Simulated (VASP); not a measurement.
Here is a VASP 6.6.1 calculation.

Contents of INCAR:

```
SYSTEM = Sc3I2
PREC = Accurate
ENCUT = 520
EDIFF = 1E-6
ISMEAR = 0
SIGMA = 0.1
LREAL = .FALSE.
LASPH = .TRUE.
NELM = 80
ALGO = Normal
ISIF = 2
LWAVE = .FALSE.
LCHARG = .TRUE.
GGA = PE
LELF = .TRUE.
LVHAR = .TRUE.
NBANDS = 58
```

File KPOINTS:

```
Automatic mesh
0
G
  6 6 6
  0 0 0
```

Contents of POSCAR:

```
Sc3I2
1.0
    3.5961078437      2.0762138316      6.3300559590
   -3.5961078437      2.0762138316      6.3300559590
    0.0000000000     -4.1524276632      6.3300559590
Sc I
6 4
Direct
    0.5610073115      0.9389926885      0.2500000000
    0.2500000000      0.5610073115      0.9389926885
    0.9389926885      0.2500000000      0.5610073115
    0.4389926885      0.0610073115      0.7500000000
    0.7500000000      0.4389926885      0.0610073115
    0.0610073115      0.7500000000      0.4389926885
    0.3473471156      0.3473471156      0.3473471156
    0.1526528844      0.1526528844      0.1526528844
    0.6526528844      0.6526528844      0.6526528844
    0.8473471156      0.8473471156      0.8473471156
```

Potentials or basis: VASP PAW PBE potentials, release 64 (Sc_sv, I).

The run is started by

```sh
$ cat potpaw_PBE.64/Sc_sv/POTCAR potpaw_PBE.64/I/POTCAR > POTCAR
$ mpirun -np 1 vasp_std > vasp.out
```

(1) Estimate the band gap on the k mesh.

(2) What does it give for the pressure?

(3) Predict the largest force.

Results:

(1) zero (bands 47 and 48 overlap by 0.48 eV).

(2) 0.1 GPa.

(3) 0.009 eV/Å.

Caveat: spin-orbit coupling is left out, which moves the levels of the heavy elements.
